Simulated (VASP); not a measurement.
Cr:

```xyz
2
Lattice="2.6586 0.0000 0.0000 -1.3293 2.3024 0.0000 0.0000 0.0000 4.3200" Properties=species:S:1:pos:R:3 pbc="T T T"
Cr    1.3293    0.7675    3.2400
Cr    0.0000    1.5349    1.0800
```

This cell differs from its parent crystal: volume scaled by 0.94.

Base run:

* Program: VASP 6.6.1
* Functional: PBE
* Potentials or basis: VASP PAW PBE potentials, release 64 (Cr_pv)
* Cutoff: 520 eV
* k mesh: 11 × 11 × 6
* Occupations: fermi-dirac, width 0.05 eV
* Spin: collinear spin, ferromagnetic start
* Starting moments: [3.0, 3.0] μB

Its results: pressure -19.2 GPa; net moment 1.12 μB per cell; site moments Cr +0.52 μB.

Task: The run is repeated on the same cell with these changes: functional from PBE to PBEsol. What comes out?

Result: Pressure -26.8 GPa; net moment 0.89 μB per cell; site moments Cr +0.41 μB.

PBEsol binds more tightly than PBE, so the same cell stands under less pressure.

Caveats: the PAW data sets were made with another functional, which shifts forces and pressure a little (some runs).
